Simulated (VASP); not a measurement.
# HfB2 (P6/mmm) in VASP: further runs

The runs below take HfB2 through single point, with RPBE+D3(BJ).

All numbers are computed with VASP 6.6.1; they aren't measurements. Logs are shortened: lines on timing, memory, paths and dates and some standing lists are left out, and cuts for length are marked.

## 1. The cell of the first run

The structure is hexagonal, space group P6/mmm (No. 191). The conventional cell has a = 3.013 Å, b = 3.013 Å, c = 3.282 Å, α = 90.00°, β = 90.00°, γ = 120.00°. Within 3.3 Å of Hf (site symmetry 6/mmm) lie 12 B at 2.39 Å and 8 Hf at 3.01 to 3.28 Å. Within 2.4 Å of B (site symmetry -6m2) lie 3 B at 1.74 Å and 6 Hf at 2.39 Å.

## 2. Single point, RPBE+D3(BJ)

File INCAR:

```
SYSTEM = HfB2
PREC     = Accurate       ! precision mode
ENCUT    = 500            ! plane-wave cutoff, eV
EDIFF    = 1E-6           ! SCF threshold, eV
ISMEAR   = -1             ! smearing method
SIGMA    = 0.02           ! smearing width, eV
LREAL    = .False.        ! projectors in reciprocal space
LASPH    = .True.         ! aspherical terms in the spheres
NELM     = 120            ! most SCF steps
ALGO     = Normal         ! electronic algorithm
ISIF     = 2              ! what is computed and relaxed
LWAVE    = .False.        ! write WAVECAR
LCHARG   = .False.        ! write CHGCAR
GGA      = RP             ! functional
IVDW     = 12             ! dispersion correction
NBANDS   = 15             ! bands
GGA_COMPAT= .False.
```

File KPOINTS:

```
regular mesh
0
Gamma
  8 8 6
  0 0 0
```

File POSCAR:

```
HfB2
1.0
    3.0130535812      0.0000000000      0.0000000000
   -1.5065267906      2.6093809443      0.0000000000
    0.0000000000      0.0000000000      3.2823613670
Hf B
1 2
Direct
    0.0000000000      0.0000000000      0.0000000000
    0.3333333333      0.6666666667      0.5000000000
    0.6666666667      0.3333333333      0.5000000000
```

Potentials or basis: VASP PAW PBE potentials, release 64 (Hf_pv, B).

Command:

```
> cat potpaw_PBE.64/Hf_pv/POTCAR potpaw_PBE.64/B/POTCAR > POTCAR
> mpirun -np 1 vasp_std > vasp.out
```

OUTCAR:

```text
SYSTEM = HfB2
   PREC = Accurate
   ENCUT = 500
   EDIFF = 1E-6
   ISMEAR = -1
   LREAL = .False.
   LASPH = .True.
   NELM = 120
   ISIF = 2
   GGA = RP
   IVDW = 12
 IVDW          = 12

 ion  position               nearest neighbor table
   1  0.000  0.000  0.000-   2 2.39   3 2.39   2 2.39   3 2.39   3 2.39   3 2.39   2 2.39   2 2.39
                             3 2.39   3 2.39   2 2.39   2 2.39
   2  0.333  0.667  0.500-   3 1.74   3 1.74   3 1.74   1 2.39   1 2.39   1 2.39   1 2.39   1 2.39
                             1 2.39
   3  0.667  0.333  0.500-   2 1.74   2 1.74   2 1.74   1 2.39   1 2.39   1 2.39   1 2.39   1 2.39
                             1 2.39

  LATTYP: Found a hexagonal cell.
 ALAT       =     3.0130535812
 C/A-ratio  =     1.0893803507

  Lattice vectors:

 A1 = (   3.0130535812,   0.0000000000,   0.0000000000)
 A2 = (  -1.5065267906,   2.6093809443,   0.0000000000)
 A3 = (   0.0000000000,   0.0000000000,   3.2823613670)

Analysis of symmetry for initial positions (statically):
=====================================================================
 Subroutine PRICEL returns:
 Original cell was already a primitive cell.

 Routine SETGRP: Setting up the symmetry group for a
 hexagonal supercell.

 Subroutine GETGRP returns: Found 24 space group operations
 (whereof 24 operations were pure point group operations)
 out of a pool of 24 trial point group operations.

The static configuration has the point symmetry D_6h.

Analysis of symmetry for dynamics (positions and initial velocities):
=====================================================================
 Subroutine PRICEL returns:
 Original cell was already a primitive cell.

 Routine SETGRP: Setting up the symmetry group for a
 hexagonal supercell.

 Subroutine GETGRP returns: Found 24 space group operations
 (whereof 24 operations were pure point group operations)
 out of a pool of 24 trial point group operations.

The dynamic configuration has the point symmetry D_6h.

 Subroutine INISYM returns: Found 24 space group operations
 (whereof 24 operations are pure point group operations),
 and found     1 'primitive' translations

----------------------------------------------------------------------------------------

                                     Primitive cell

  volume of cell :      25.8066

  direct lattice vectors                    reciprocal lattice vectors
     3.013053581  0.000000000  0.000000000     0.331889219  0.191616330  0.000000000
    -1.506526791  2.609380944  0.000000000     0.000000000  0.383232660  0.000000000
     0.000000000  0.000000000  3.282361367     0.000000000  0.000000000  0.304658716

  length of vectors
     3.013053581  3.013053581  3.282361367     0.383232660  0.383232660  0.304658716

  position of ions in fractional coordinates (direct lattice)
     0.000000000  0.000000000  0.000000000
     0.333333333  0.666666667  0.500000000
     0.666666667  0.333333333  0.500000000

  ion indices of the primitive-cell ions
   primitive index   ion index
                 1           1
                 2           2
                 3           3

----------------------------------------------------------------------------------------

 KPOINTS: regular mesh

Automatic generation of k-mesh.
 Grid dimensions read from file:
 generate k-points for:    8    8    6

 Generating k-lattice:

  Cartesian coordinates                     Fractional coordinates (reciprocal lattice)
     0.041486152  0.023952041  0.000000000     0.125000000  0.000000000  0.000000000
     0.000000000  0.047904082  0.000000000     0.000000000  0.125000000  0.000000000
     0.000000000  0.000000000  0.050776453     0.000000000  0.000000000  0.166666667

  Length of vectors
     0.047904082  0.047904082  0.050776453

  Shift w.r.t. Gamma in fractional coordinates (k-lattice)
     0.000000000  0.000000000  0.000000000

 Subroutine IBZKPT returns following result:
 ===========================================

 Found     40 irreducible k-points:

 Following reciprocal coordinates:
            Coordinates               Weight
  0.000000  0.000000  0.000000      1.000000
  0.125000  0.000000  0.000000      6.000000
  0.250000  0.000000  0.000000      6.000000
  0.375000  0.000000  0.000000      6.000000
  0.500000  0.000000  0.000000      3.000000
  0.125000  0.125000  0.000000      6.000000
[... 16 lines left out ...]
  0.250000  0.000000  0.333333     12.000000
  0.375000  0.000000  0.333333     12.000000
 [... further k-points ...]
   k-points           NKPTS =     40   k-points in BZ     NKDIM =     40   number of bands    NBANDS=     15
   number of dos      NEDOS =    301   number of ions     NIONS =      3
   total plane-waves  NPLWV =  13824
   dimension x,y,z NGX =    24 NGY =   24 NGZ =   24
   dimension x,y,z NGXF=    48 NGYF=   48 NGZF=   48
   ions per type =               1   2
   NGX,Y,Z   is equivalent  to a cutoff of  13.24, 13.24, 12.16 a.u.
   NGXF,Y,Z  is equivalent  to a cutoff of  26.48, 26.48, 24.31 a.u.
 SYSTEM =  HfB2
   PREC   = accura    normal or accurate (medium, high low for compatibility)
   ISTART =      0    job   : 0-new  1-cont  2-samecut
   ICHARG =      2    charge: 1-file 2-atom 10-const
   ISPIN  =      1    spin polarized calculation?
   LNONCOLLINEAR =      F non collinear calculations
   LSORBIT =      F    spin-orbit coupling
   LASPH  =      T    aspherical Exc in radial PAW
   ENCUT  =  500.0 eV  36.75 Ry    6.06 a.u.   5.49  5.49  5.98*2*pi/ulx,y,z
   NELM   =    120;   NELMIN=  2; NELMDL= -5     # of ELM steps
   EDIFF  = 0.1E-05   stopping-criterion for ELM
   LREAL  =      F    real-space projection
   EDIFFG = 0.1E-04   stopping-criterion for IOM
   NSW    =      0    number of steps for IOM
   IBRION =     -1    ionic relax: 0-MD 1-quasi-New 2-CG
   NFREE  =      0    steps in history (QN), initial steepest desc. (CG)
   ISIF   =      2    stress and relaxation
   ISYM   =      2    0-nonsym 1-usesym 2-fastsym
   POTIM  = 0.5000    time-step for ionic-motion
   TEBEG  =    0.0;   TEEND  =   0.0 temperature during run
   PSTRESS=    0.0 pullay stress
   NELECT =      16.0000    total number of electrons
   NUPDOWN=      -1.0000    fix difference up-down
   EMIN   =  10.00;   EMAX   =-10.00  energy-range for DOS
   EFERMI =   0.00;   METHOD = LEGACY
   ISMEAR =    -1;   SIGMA  =   0.02  broadening in eV -4-tet -1-fermi 0-gaus
   EFERMI_NEDOS =   21; number of points for ismear=-14 and -15
   IALGO  =     38    algorithm
   IMIX   =      4    mixing-type and parameters
     AMIX     =   0.40;   BMIX     =  1.00
     AMIX_MAG =   1.60;   BMIX_MAG =  1.00
  volume/ion in A,a.u.               =       8.60        58.05
  Fermi-wavevector in a.u.,A,eV,Ry     =   1.395954  2.637971 26.513521  1.948689
  Thomas-Fermi vector in A             =   2.519356
   LORBIT       =      0    0 simple, 1 ext, 2 COOP (PROOUT), +10 PAW based schemes
   GGA     = RP    functional components
   LHFCALC =     F    Hartree Fock is set to
   AEXX    =    0.0000 exact exchange contribution
   IVDW    =    12    specifies the selected vdW correction
   LEPSILON=     F    determine dielectric tensor
   LRPA    =     F    only Hartree local field effects (RPA)
 non-spin polarized calculation
  energy-cutoff  :      500.00
  volume of cell :       25.81
 maximum number of plane-waves:       672
 NGX is ok and might be reduce to    24
   NGX = 11   NGY = 11   NGZ = 11

 number of electron      16.0000001 magnetization

 Free energy of the ion-electron system (eV)
  ---------------------------------------------------
  ext. energy  EPLUGINS =         0.00000000
  ---------------------------------------------------
  free energy    TOTEN  =       -24.62147169 eV

  energy without entropy =      -24.62103572  energy(sigma->0) =      -24.62125370

 E-fermi :   9.2108     XC(G=0): -13.2454

 val. band max:        9.0950745699   @ k =   0.0000   0.0000   0.5000
 cond. band min:       9.2676207708   @ k =   0.3750   0.1250   0.0000
 fundamental gap:      0.1725462009
 Fermi energy:         9.2107542554

 k-point     1 :       0.0000    0.0000    0.0000
  band No.  band energies     occupation
      1     -21.2544      2.00000
      2     -20.5886      2.00000
      3     -20.5886      2.00000
      4      -5.6611      2.00000
      5       5.5857      2.00000
      6       5.5857      2.00000
      7       5.6194      2.00000
      8       6.3908      2.00000
      9      13.7166      0.00000
     10      13.7166      0.00000
     11      14.4379      0.00000
     12      14.4379      0.00000
     13      14.6024      0.00000
     14      14.6024      0.00000
     15      14.6465      0.00000

 k-point     2 :       0.1250    0.0000    0.0000
  band No.  band energies     occupation
      1     -21.2229      2.00000
      2     -20.7776      2.00000
      3     -20.6293      2.00000
      4      -5.2734      2.00000
      5       4.7075      2.00000
      6       5.6157      2.00000
      7       5.9658      2.00000
      8       5.9908      2.00000
      9      12.3966      0.00000
     10      13.3052      0.00000
     11      13.4387      0.00000
     12      14.1105      0.00000
     13      15.6243      0.00000
     14      16.4694      0.00000
     15      16.7998      0.00000

 k-point     3 :       0.2500    0.0000    0.0000
  band No.  band energies     occupation
      1     -21.2090      2.00000
      2     -21.1461      2.00000
      3     -20.7261      2.00000
      4      -4.2339      2.00000
      5       2.9399      2.00000
      6       5.2233      2.00000
      7       5.5679      2.00000
      8       6.3849      2.00000
      9      11.4709      0.00000
     10      12.8495      0.00000
     11      13.2632      0.00000
     12      13.4558      0.00000
     13      16.3978      0.00000
     14      17.8730      0.00000
     15      19.2760      0.00000

 k-point     4 :       0.3750    0.0000    0.0000
  band No.  band energies     occupation
      1     -21.6102      2.00000
      2     -21.0681      2.00000
      3     -20.8210      2.00000
      4      -2.7985      2.00000
      5       1.0804      2.00000
      6       4.6187      2.00000
      7       5.3964      2.00000
      8       5.9371      2.00000
      9      11.9442      0.00000
     10      12.3439      0.00000
     11      13.1237      0.00000
     12      14.6824      0.00000
     13      16.5423      0.00000
     14      20.3000      0.00000
     15      20.4452      0.00000
[... 307 lines left out ...]
 k-point    22 :       0.1250    0.0000    0.3333
  band No.  band energies     occupation
      1     -21.6184      2.00000
      2     -20.7390      2.00000
      3     -20.5960      2.00000
      4      -3.4567      2.00000
      5       1.8284      2.00000
      6       5.4205      2.00000
      7       6.0250      2.00000
      8       8.7177      2.00000
      9      10.1922      0.00000
     10      10.6306      0.00000
     11      12.3132      0.00000
     12      12.6068      0.00000
     13      16.2340      0.00000
     14      18.1343      0.00000
     15      20.2819      0.00000

 k-point    23 :       0.2500    0.0000    0.3333
  band No.  band energies     occupation
      1     -21.5205      2.00000
      2     -21.1551      2.00000
      3     -20.6879      2.00000
      4      -2.9032      2.00000
      5       2.2444      2.00000
      6       3.8857      2.00000
      7       4.8320      2.00000
      8       7.0566      2.00000
      9      10.9619      0.00000
     10      11.7070      0.00000
     11      14.4519      0.00000
     12      14.9458      0.00000
     13      17.2501      0.00000
     14      19.0853      0.00000
     15      20.5431      0.00000

 k-point    24 :       0.3750    0.0000    0.3333
  band No.  band energies     occupation
      1     -21.5478      2.00000
      2     -21.4168      2.00000
      3     -20.7780      2.00000
      4      -2.2412      2.00000
      5       1.0117      2.00000
      6       4.0063      2.00000
      7       4.4976      2.00000
      8       6.0928      2.00000
      9      11.3837      0.00000
     10      13.8982      0.00000
     11      15.9969      0.00000
     12      16.5338      0.00000
     13      16.7012      0.00000
     14      20.0119      0.00000
     15      21.7774      0.00000

 [... further k-points ...]

------------------------ aborting loop because EDIFF is reached ----------------------------------------

 Edisp (eV)   -7.15472

 E8    (eV) :    -4.8730

  FORCE on cell =-STRESS in cart. coord.  units (eV):
  Direction    XX          YY          ZZ          XY          YZ          ZX
  --------------------------------------------------------------------------------------
  -------------------------------------------------------------------------------------
  Total       1.58625     1.58625     1.74655     0.00000     0.00000    -0.00000
  in kB      98.48054    98.48054   108.43282     0.00000     0.00000    -0.00000
  external pressure =      101.80 kB  Pullay stress =        0.00 kB

 VOLUME and BASIS-vectors are now :
 -----------------------------------------------------------------------------
  energy-cutoff  :      500.00
  volume of cell :       25.81
      direct lattice vectors                 reciprocal lattice vectors
     3.013053581  0.000000000  0.000000000     0.331889219  0.191616330  0.000000000
    -1.506526791  2.609380944  0.000000000     0.000000000  0.383232660  0.000000000
     0.000000000  0.000000000  3.282361367     0.000000000  0.000000000  0.304658716

 POSITION                                       TOTAL-FORCE (eV/Angst)
 -----------------------------------------------------------------------------------
      0.00000      0.00000      0.00000        -0.000000      0.000000     -0.000000
     -0.00000      1.73959      1.64118        -0.000000      0.000000      0.000000
      1.50653      0.86979      1.64118         0.000000     -0.000000     -0.000000
 -----------------------------------------------------------------------------------
    total drift:                               -0.000000      0.000000      0.000000

  FREE ENERGIE OF THE ION-ELECTRON SYSTEM (eV)
  ---------------------------------------------------
  free  energy   TOTEN  =       -31.7761871456 eV

  energy  without entropy=      -31.7757511712  energy(sigma->0) =      -31.77596916
```

Run time: 9.1 s. Hardware: 1 thread of Intel Xeon 8259CL, shared host; peak memory 0.16 GiB.

Results:

* Free energy: -31.7762 eV
* Pressure: 10.2 GPa
* Band gap on the k mesh: zero (bands 8 and 9 overlap by 0.58 eV)
* Dispersion energy per atom: -2.385 eV

Caveat: the cell stands under pressure; the PAW data sets were made with another functional, which shifts forces and pressure a little; spin-orbit coupling is left out, which moves the levels of the heavy elements.

## 3. Single point, RPBE+D3(BJ)

This run uses another cell than the first one, of 8.37 Å³/atom.

File INCAR:

```
SYSTEM = HfB2
  PREC = Accurate
  ENCUT = 500
  EDIFF = 1E-6
  ISMEAR = -1
  SIGMA = 0.02
  LREAL = .False.
  LASPH = .True.
  NELM = 120
  ALGO = Normal
  ISIF = 2
  LWAVE = .False.
  LCHARG = .True.
  GGA = RP
  IVDW = 12
  LELF = .True.
  LVHAR = .True.
  NBANDS = 15
  GGA_COMPAT = .False.
```

File KPOINTS:

```
Automatic mesh
0
Gamma
  8 8 6
  0 0 0
```

File POSCAR:

```
HfB2
1.0
    2.9874874252      0.0000000000      0.0000000000
   -1.4937437126      2.5872400037      0.0000000000
    0.0000000000      0.0000000000      3.2500914210
Hf B
1 2
Direct
    0.0000000000      0.0000000000      0.0000000000
    0.3333333333      0.6666666667      0.5000000000
    0.6666666667      0.3333333333      0.5000000000
```

Potentials or basis: VASP PAW PBE potentials, release 64 (Hf_pv, B).

Command:

```
> cat potpaw_PBE.64/Hf_pv/POTCAR potpaw_PBE.64/B/POTCAR > POTCAR
> mpirun -np 1 vasp_std > vasp.out
```

Run time: 9.8 s. Hardware: 1 thread of Intel Xeon 8259CL, shared host; peak memory 0.16 GiB.

Results (log left out):

```yaml
Free_energy: -31.7108 eV
Pressure: 20.3 GPa
Band_gap_on_the_k_mesh: zero (bands 8 and 9 overlap by 0.59 eV)
Dispersion_energy_per_atom: -2.448 eV
```

Stress tensor (GPa, compression positive):
```
19.94  0.00  0.00
 0.00 19.94  0.00
 0.00  0.00 21.12
```

Levels at points of the mesh, in eV from the Fermi level:
```
           k point  band 5  band 6  band 7  band 8  band 9  band 10  band 11  band 12
(0.00, 0.00, 0.00)   -3.71   -3.71   -3.68   -2.78    4.65     4.65     5.34     5.34
(0.50, 0.00, 0.00)   -9.44   -4.92   -3.94   -3.72    2.30     3.03     6.52     6.66
(0.00, 0.00, 0.50)   -9.28   -1.62   -1.62   -0.14   -0.14     0.85     0.85     2.86
(0.50, 0.00, 0.50)   -7.93   -6.01   -5.64   -2.56    4.62     5.27     7.31     8.84
```

Caveat: the cell stands under pressure; the PAW data sets were made with another functional, which shifts forces and pressure a little; spin-orbit coupling is left out, which moves the levels of the heavy elements.

## 4. Single point, RPBE+D3(BJ)

This run uses another cell than the first one, of 8.86 Å³/atom.

File INCAR:

```
  PREC = Accurate
  ENCUT = 500
  EDIFF = 1E-6
  ISMEAR = -1
  SIGMA = 0.02
  LREAL = False
  LASPH = True
  NELM = 120
  ALGO = Normal
  ISIF = 2
  LWAVE = False
  LCHARG = False
  GGA = RP
  IVDW = 12
  NBANDS = 15
  GGA_COMPAT = False
```

File KPOINTS:

```
regular mesh
0
Gamma
  8 8 6
```

File POSCAR:

```
HfB2
1.0
    3.0416318022      0.0000000000      0.0000000000
   -1.5208159011      2.6341304097      0.0000000000
    0.0000000000      0.0000000000      3.3192053707
Hf B
1 2
Direct
    0.0000000000      0.0000000000      0.0000000000
    0.3333333333      0.6666666667      0.5000000000
    0.6666666667      0.3333333333      0.5000000000
```

Command:

```
> cat potpaw_PBE.64/Hf_pv/POTCAR potpaw_PBE.64/B/POTCAR > POTCAR
> mpirun -np 1 vasp_std > vasp.out
```

Wall time 9.8 s (1 thread of Intel Xeon 8259CL, shared host); peak memory 0.16 GiB.

Results (log left out):

```yaml
Free_energy: -31.8012 eV
Pressure: 0.0 GPa
Band_gap_on_the_k_mesh: zero (bands 8 and 9 overlap by 0.56 eV)
Dispersion_energy_per_atom: -2.316 eV
```

Stress tensor (GPa, compression positive):
```
-0.30  0.00  0.00
 0.00 -0.30  0.00
 0.00  0.00  0.49
```

Levels at points of the mesh, in eV from the Fermi level:
| k point | band 4 | band 5 | band 6 | band 7 | band 8 | band 9 | band 10 | band 11 | band 12 | band 13 |
| --- | --- | --- | --- | --- | --- | --- | --- | --- | --- | --- |
| (0.00, 0.00, 0.00) | -14.69 | -3.52 | -3.52 | -3.50 | -2.86 | 4.36 | 4.36 | 5.11 | 5.11 | 5.21 |
| (0.50, 0.00, 0.00) | -10.65 | -9.44 | -4.70 | -3.86 | -3.50 | 2.16 | 2.85 | 6.14 | 6.22 | 6.86 |
| (0.00, 0.00, 0.50) | -11.70 | -9.05 | -1.56 | -1.56 | -0.08 | -0.08 | 0.83 | 0.83 | 2.63 | 5.01 |
| (0.50, 0.00, 0.50) | -11.24 | -7.90 | -5.74 | -5.39 | -2.73 | 4.29 | 4.85 | 6.85 | 8.26 | 8.36 |

Caveat: the PAW data sets were made with another functional, which shifts forces and pressure a little; spin-orbit coupling is left out, which moves the levels of the heavy elements.

## 5. Overview

| cell | gap on the mesh (eV) | pressure (GPa) |
| --- | --- | --- |
| a = 3.013, b = 3.013, c = 3.282 Å, angles 90.0, 90.0, 120.0°, 3 atoms | none | 10.2 |
| a = 2.987, b = 2.987, c = 3.250 Å, angles 90.0, 90.0, 120.0°, 3 atoms | none | 20.3 |
| a = 3.042, b = 3.042, c = 3.319 Å, angles 90.0, 90.0, 120.0°, 3 atoms | none | 0.0 |

Alike in all rows: task single point; level RPBE+D3(BJ); potentials or basis VASP PAW PBE potentials, release 64 (Hf_pv, B); no spin polarisation; k mesh 8 × 8 × 6; cutoff (eV) 500; smearing fermi-dirac 0.02 eV.

Caveats: the PAW data sets were made with another functional, which shifts forces and pressure a little; spin-orbit coupling is left out, which moves the levels of the heavy elements; the cell stands under pressure (at least some runs).

Absolute energies hang on the potentials; compare differences alone.
